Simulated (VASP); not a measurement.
# MgS (a.bB) (Fm-3m) in VASP: notebook

MgS (a.bB) is run at these levels: PBEsol; tasks: single point.

Everything below comes from runs of VASP 6.6.1. Logs are shortened: lines on timing, memory, paths and dates and some standing lists are left out, and cuts for length are marked.

## Step 1: The cell of the first run

Symmetry: Fm-3m, No. 225, cubic system. Conventional cell: a = 5.182 Å, b = 5.182 Å, c = 5.182 Å, α = 90.00°, β = 90.00°, γ = 90.00°. Mg (site symmetry m-3m) has 6 S at 2.59 Å within 3.4 Å. S (site symmetry m-3m) has 6 Mg at 2.59 Å within 3.4 Å.

## Step 2: Single point, PBEsol

The input, INCAR:

```
PREC     = Accurate       # precision mode
ENCUT    = 600            # plane-wave cutoff, eV
EDIFF    = 1E-6           # SCF threshold, eV
ISMEAR   = 0              # smearing method
SIGMA    = 0.02           # smearing width, eV
LREAL    = F              # projectors in reciprocal space
LASPH    = T              # aspherical terms in the spheres
NELM     = 120            # most SCF steps
ALGO     = Normal         # electronic algorithm
ISIF     = 2              # what is computed and relaxed
LWAVE    = F              # write WAVECAR
LCHARG   = T              # write CHGCAR
GGA      = PS             # functional
LELF     = T              # ELF
LVHAR    = T            
NBANDS   = 11             # bands
GGA_COMPAT= F
```

The input, KPOINTS:

```
Automatic mesh
0
Gamma
  8 8 8
```

The input, POSCAR:

```
MgS
1.0
    0.0000000000      2.5909111842      2.5909111842
    2.5909111842      0.0000000000      2.5909111842
    2.5909111842      2.5909111842      0.0000000000
Mg S
1 1
Direct
    0.0000000000      0.0000000000      0.0000000000
    0.5000000000      0.5000000000      0.5000000000
```

Potentials or basis: VASP PAW PBE potentials, release 64 (Mg, S).

The run is started by

```bash
$ cat potpaw_PBE.64/Mg/POTCAR potpaw_PBE.64/S/POTCAR > POTCAR
$ mpirun -np 1 vasp_std > vasp.out
```

OUTCAR:

```text
PREC = Accurate
   ENCUT = 600
   EDIFF = 1E-6
   ISMEAR = 0
   LREAL = F
   LASPH = T
   NELM = 120
   ISIF = 2
   GGA = PS

 ion  position               nearest neighbor table
   1  0.000  0.000  0.000-   2 2.59   2 2.59   2 2.59   2 2.59   2 2.59   2 2.59
   2  0.500  0.500  0.500-   1 2.59   1 2.59   1 2.59   1 2.59   1 2.59   1 2.59

  LATTYP: Found a face centered cubic cell.
 ALAT       =     5.1818223684

  Lattice vectors:

 A1 = (   0.0000000000,   2.5909111842,   2.5909111842)
 A2 = (   2.5909111842,   0.0000000000,   2.5909111842)
 A3 = (   2.5909111842,   2.5909111842,   0.0000000000)

Analysis of symmetry for initial positions (statically):
=====================================================================
 Subroutine PRICEL returns:
 Original cell was already a primitive cell.

 Routine SETGRP: Setting up the symmetry group for a
 face centered cubic supercell.

 Subroutine GETGRP returns: Found 48 space group operations
 (whereof 48 operations were pure point group operations)
 out of a pool of 48 trial point group operations.

The static configuration has the point symmetry O_h .

Analysis of symmetry for dynamics (positions and initial velocities):
=====================================================================
 Subroutine PRICEL returns:
 Original cell was already a primitive cell.

 Routine SETGRP: Setting up the symmetry group for a
 face centered cubic supercell.

 Subroutine GETGRP returns: Found 48 space group operations
 (whereof 48 operations were pure point group operations)
 out of a pool of 48 trial point group operations.

The dynamic configuration has the point symmetry O_h .

 Subroutine INISYM returns: Found 48 space group operations
 (whereof 48 operations are pure point group operations),
 and found     1 'primitive' translations

----------------------------------------------------------------------------------------

                                     Primitive cell

  volume of cell :      34.7846

  direct lattice vectors                    reciprocal lattice vectors
     0.000000000  2.590911184  2.590911184    -0.192982300  0.192982300  0.192982300
     2.590911184  0.000000000  2.590911184     0.192982300 -0.192982300  0.192982300
     2.590911184  2.590911184  0.000000000     0.192982300  0.192982300 -0.192982300

  length of vectors
     3.664101736  3.664101736  3.664101736     0.334255149  0.334255149  0.334255149

  position of ions in fractional coordinates (direct lattice)
     0.000000000  0.000000000  0.000000000
     0.500000000  0.500000000  0.500000000

  ion indices of the primitive-cell ions
   primitive index   ion index
                 1           1
                 2           2

----------------------------------------------------------------------------------------

 KPOINTS: Automatic mesh

Automatic generation of k-mesh.
 Grid dimensions read from file:
 generate k-points for:    8    8    8

 Generating k-lattice:

  Cartesian coordinates                     Fractional coordinates (reciprocal lattice)
    -0.024122788  0.024122788  0.024122788     0.125000000  0.000000000  0.000000000
     0.024122788 -0.024122788  0.024122788     0.000000000  0.125000000  0.000000000
     0.024122788  0.024122788 -0.024122788     0.000000000  0.000000000  0.125000000

  Length of vectors
     0.041781894  0.041781894  0.041781894

  Shift w.r.t. Gamma in fractional coordinates (k-lattice)
     0.000000000  0.000000000  0.000000000

 Subroutine IBZKPT returns following result:
 ===========================================

 Found     29 irreducible k-points:

 Following reciprocal coordinates:
            Coordinates               Weight
  0.000000  0.000000  0.000000      1.000000
  0.125000  0.000000  0.000000      8.000000
  0.250000  0.000000  0.000000      8.000000
  0.375000  0.000000  0.000000      8.000000
  0.500000  0.000000  0.000000      4.000000
  0.125000  0.125000  0.000000      6.000000
[... 16 lines left out ...]
  0.500000  0.250000  0.125000     48.000000
 -0.375000  0.250000  0.125000     24.000000
 [... further k-points ...]
   k-points           NKPTS =     29   k-points in BZ     NKDIM =     29   number of bands    NBANDS=     11
   number of dos      NEDOS =    301   number of ions     NIONS =      2
   total plane-waves  NPLWV =  27000
   dimension x,y,z NGX =    30 NGY =   30 NGZ =   30
   dimension x,y,z NGXF=    60 NGYF=   60 NGZF=   60
   ions per type =               1   1
   NGX,Y,Z   is equivalent  to a cutoff of  13.61, 13.61, 13.61 a.u.
   NGXF,Y,Z  is equivalent  to a cutoff of  27.22, 27.22, 27.22 a.u.
 SYSTEM =  unknown system
   PREC   = accura    normal or accurate (medium, high low for compatibility)
   ISTART =      0    job   : 0-new  1-cont  2-samecut
   ICHARG =      2    charge: 1-file 2-atom 10-const
   ISPIN  =      1    spin polarized calculation?
   LNONCOLLINEAR =      F non collinear calculations
   LSORBIT =      F    spin-orbit coupling
   LASPH  =      T    aspherical Exc in radial PAW
   ENCUT  =  600.0 eV  44.10 Ry    6.64 a.u.   7.32  7.32  7.32*2*pi/ulx,y,z
   NELM   =    120;   NELMIN=  2; NELMDL= -5     # of ELM steps
   EDIFF  = 0.1E-05   stopping-criterion for ELM
   LREAL  =      F    real-space projection
   EDIFFG = 0.1E-04   stopping-criterion for IOM
   NSW    =      0    number of steps for IOM
   IBRION =     -1    ionic relax: 0-MD 1-quasi-New 2-CG
   NFREE  =      0    steps in history (QN), initial steepest desc. (CG)
   ISIF   =      2    stress and relaxation
   ISYM   =      2    0-nonsym 1-usesym 2-fastsym
   POTIM  = 0.5000    time-step for ionic-motion
   TEBEG  =    0.0;   TEEND  =   0.0 temperature during run
   PSTRESS=    0.0 pullay stress
   NELECT =       8.0000    total number of electrons
   NUPDOWN=      -1.0000    fix difference up-down
   EMIN   =  10.00;   EMAX   =-10.00  energy-range for DOS
   EFERMI =   0.00;   METHOD = LEGACY
   ISMEAR =     0;   SIGMA  =   0.02  broadening in eV -4-tet -1-fermi 0-gaus
   EFERMI_NEDOS =   21; number of points for ismear=-14 and -15
   IALGO  =     38    algorithm
   IMIX   =      4    mixing-type and parameters
     AMIX     =   0.40;   BMIX     =  1.00
     AMIX_MAG =   1.60;   BMIX_MAG =  1.00
  volume/ion in A,a.u.               =      17.39       117.37
  Fermi-wavevector in a.u.,A,eV,Ry     =   1.003019  1.895430 13.688090  1.006046
  Thomas-Fermi vector in A             =   2.135543
   LORBIT       =      0    0 simple, 1 ext, 2 COOP (PROOUT), +10 PAW based schemes
   GGA     = PS    functional components
   LHFCALC =     F    Hartree Fock is set to
   AEXX    =    0.0000 exact exchange contribution
   IVDW    =     0    specifies the selected vdW correction
   LEPSILON=     F    determine dielectric tensor
   LRPA    =     F    only Hartree local field effects (RPA)
 non-spin polarized calculation
 Gauss-broadening in eV      SIGMA  =   0.02
  energy-cutoff  :      600.00
  volume of cell :       34.78
 maximum number of plane-waves:      1211
 NGX is ok and might be reduce to    30
   NGX = 15   NGY = 15   NGZ = 15

 number of electron       8.0000000 magnetization

 Free energy of the ion-electron system (eV)
  ---------------------------------------------------
  ext. energy  EPLUGINS =         0.00000000
  ---------------------------------------------------
  free energy    TOTEN  =        -9.07550680 eV

  energy without entropy =       -9.07550680  energy(sigma->0) =       -9.07550680

 E-fermi :   3.9555     XC(G=0):  -9.8881

 val. band max:        3.7869708629   @ k =   0.0000   0.0000   0.0000
 cond. band min:       6.5165408984   @ k =   0.5000   0.5000   0.0000
 fundamental gap:      2.7295700354
 Fermi energy:         3.9555117347

 k-point     1 :       0.0000    0.0000    0.0000
  band No.  band energies     occupation
      1      -8.9679      2.00000
      2       3.7870      2.00000
      3       3.7870      2.00000
      4       3.7870      2.00000
      5       7.4775      0.00000
      6      11.6326      0.00000
      7      11.6326      0.00000
      8      11.6326      0.00000
      9      14.1115      0.00000
     10      14.1115      0.00000
     11      16.1123      0.00000

 k-point     2 :       0.1250    0.0000    0.0000
  band No.  band energies     occupation
      1      -8.8121      2.00000
      2       2.7091      2.00000
      3       3.6812      2.00000
      4       3.6812      2.00000
      5       8.2826      0.00000
      6      11.3143      0.00000
      7      11.8907      0.00000
      8      11.8907      0.00000
      9      13.4667      0.00000
     10      13.4667      0.00000
     11      16.4421      0.00000

 k-point     3 :       0.2500    0.0000    0.0000
  band No.  band energies     occupation
      1      -8.3894      2.00000
      2       0.9065      2.00000
      3       3.4516      2.00000
      4       3.4516      2.00000
      5       8.6617      0.00000
      6      11.5391      0.00000
      7      11.5391      0.00000
      8      12.0690      0.00000
      9      14.0256      0.00000
     10      14.0256      0.00000
     11      15.6312      0.00000

 k-point     4 :       0.3750    0.0000    0.0000
  band No.  band energies     occupation
      1      -7.8699      2.00000
      2      -0.5767      2.00000
      3       3.2502      2.00000
      4       3.2502      2.00000
      5       8.3521      0.00000
      6      10.8748      0.00000
      7      10.8748      0.00000
      8      13.6302      0.00000
      9      15.2700      0.00000
     10      16.0095      0.00000
     11      16.0095      0.00000

 k-point     5 :       0.5000    0.0000    0.0000
  band No.  band energies     occupation
      1      -7.6098      2.00000
      2      -1.1742      2.00000
      3       3.1734      2.00000
      4       3.1734      2.00000
      5       8.2056      0.00000
      6      10.6274      0.00000
      7      10.6274      0.00000
      8      13.9878      0.00000
      9      15.8302      0.00000
     10      18.2277      0.00000
     11      18.2277      0.00000
[... 211 lines left out ...]
 k-point    21 :       0.5000    0.5000    0.0000
  band No.  band energies     occupation
      1      -7.2215      2.00000
      2      -0.5399      2.00000
      3       2.0505      2.00000
      4       2.0505      2.00000
      5       6.5165      0.00000
      6       7.9918      0.00000
      7      15.7805      0.00000
      8      16.6427      0.00000
      9      17.1758      0.00000
     10      17.1758      0.00000
     11      19.6937      0.00000

 k-point    22 :       0.3750    0.2500    0.1250
  band No.  band energies     occupation
      1      -8.0574      2.00000
      2       0.6376      2.00000
      3       2.2751      2.00000
      4       3.0844      2.00000
      5       9.5690      0.00000
      6      10.1444      0.00000
      7      10.8128      0.00000
      8      12.9758      0.00000
      9      13.8611      0.00000
     10      16.7565      0.00000
     11      18.6503      0.00000

 k-point    23 :       0.5000    0.2500    0.1250
  band No.  band energies     occupation
      1      -7.6172      2.00000
      2      -0.2317      2.00000
      3       1.7194      2.00000
      4       2.7603      2.00000
      5       9.3659      0.00000
      6      10.0916      0.00000
      7      11.5274      0.00000
      8      12.7659      0.00000
      9      15.4333      0.00000
     10      18.0453      0.00000
     11      18.6577      0.00000

 k-point    24 :      -0.3750    0.2500    0.1250
  band No.  band energies     occupation
      1      -7.4053      2.00000
      2      -0.6402      2.00000
      3       1.5718      2.00000
      4       2.5946      2.00000
      5       9.3192      0.00000
      6       9.8018      0.00000
      7      12.1722      0.00000
      8      13.1778      0.00000
      9      16.0024      0.00000
     10      17.1068      0.00000
     11      19.2805      0.00000

 [... further k-points ...]
[... 5 lines left out ...]
  --------------------------------------------------------------------------------------
  -------------------------------------------------------------------------------------
  Total       -0.0397266     -0.0397266     -0.0397266     -0.0000000      0.0000000     -0.0000000
  in kB       -1.8298013     -1.8298013     -1.8298013     -0.0000000      0.0000000     -0.0000000
  external PRESSURE =      -1.8298013 kB  Pullay stress =       0.0000000 kB

 VOLUME and BASIS-vectors are now :
 -----------------------------------------------------------------------------
  energy-cutoff  :      600.00
  volume of cell :       34.78
      direct lattice vectors                 reciprocal lattice vectors
     0.000000000  2.590911184  2.590911184    -0.192982300  0.192982300  0.192982300
     2.590911184  0.000000000  2.590911184     0.192982300 -0.192982300  0.192982300
     2.590911184  2.590911184  0.000000000     0.192982300  0.192982300 -0.192982300

 POSITION                                       TOTAL-FORCE (eV/Angst)
 -----------------------------------------------------------------------------------
      0.00000      0.00000      0.00000         0.000000     -0.000000     -0.000000
      2.59091      2.59091      2.59091        -0.000000      0.000000      0.000000
 -----------------------------------------------------------------------------------
    total drift:                               -0.000000     -0.000000      0.000000

  FREE ENERGIE OF THE ION-ELECTRON SYSTEM (eV)
  ---------------------------------------------------
  free  energy   TOTEN  =        -9.0755067966 eV

  energy  without entropy=       -9.0755067966  energy(sigma->0) =       -9.07550680
```

Run time: 15 s. Hardware: 1 thread of Intel Xeon 6975P-C, shared host; peak memory 0.17 GiB.

Results:

```yaml
Free_energy: -9.0755 eV
Pressure: -0.2 GPa
Band_gap_on_the_k_mesh: 2.73 eV, indirect (least direct gap 3.69 eV)
```

Caveat: the PAW data sets were made with another functional, which shifts forces and pressure a little.

## Step 3: Single point, PBEsol

The input, INCAR:

```
SYSTEM = MgS
PREC     = Accurate       ! precision mode
ENCUT    = 600            ! plane-wave cutoff, eV
EDIFF    = 1E-6           ! SCF threshold, eV
ISMEAR   = 0              ! smearing method
SIGMA    = 0.02           ! smearing width, eV
LREAL    = .FALSE.        ! projectors in reciprocal space
LASPH    = .TRUE.         ! aspherical terms in the spheres
NELM     = 120            ! most SCF steps
ALGO     = Normal         ! electronic algorithm
ISIF     = 2              ! what is computed and relaxed
LWAVE    = .FALSE.        ! write WAVECAR
LCHARG   = .FALSE.        ! write CHGCAR
GGA      = PS             ! functional
NBANDS   = 11             ! bands
GGA_COMPAT= .FALSE.
```

The input, KPOINTS:

```
Automatic mesh
0
G
  8 8 8
  0 0 0
```

POSCAR is that of step 2.

Potentials or basis: VASP PAW PBE potentials, release 64 (Mg, S).

The run is started by

```bash
$ cat potpaw_PBE.64/Mg/POTCAR potpaw_PBE.64/S/POTCAR > POTCAR
$ mpirun -np 1 vasp_std > vasp.out
```

It took 14 s on 1 thread of Intel Xeon 6975P-C, shared host; peak memory 0.17 GiB.

Results (log left out):

- Free energy: -9.0755 eV
- Pressure: -0.2 GPa
- Band gap on the k mesh: 2.73 eV, indirect (least direct gap 3.69 eV)

Levels at points of the mesh, in eV from the valence-band top:
```
           k point  band 1  band 2  band 3  band 4  band 5  band 6  band 7  band 8
(0.00, 0.00, 0.00)  -12.75    0.00    0.00    0.00    3.69    7.85    7.85    7.85
(0.50, 0.00, 0.00)  -11.40   -4.96   -0.61   -0.61    4.42    6.84    6.84   10.20
(0.50, 0.50, 0.00)  -11.01   -4.33   -1.74   -1.74    2.73    4.20   11.99   12.86
```

Caveat: the PAW data sets were made with another functional, which shifts forces and pressure a little.
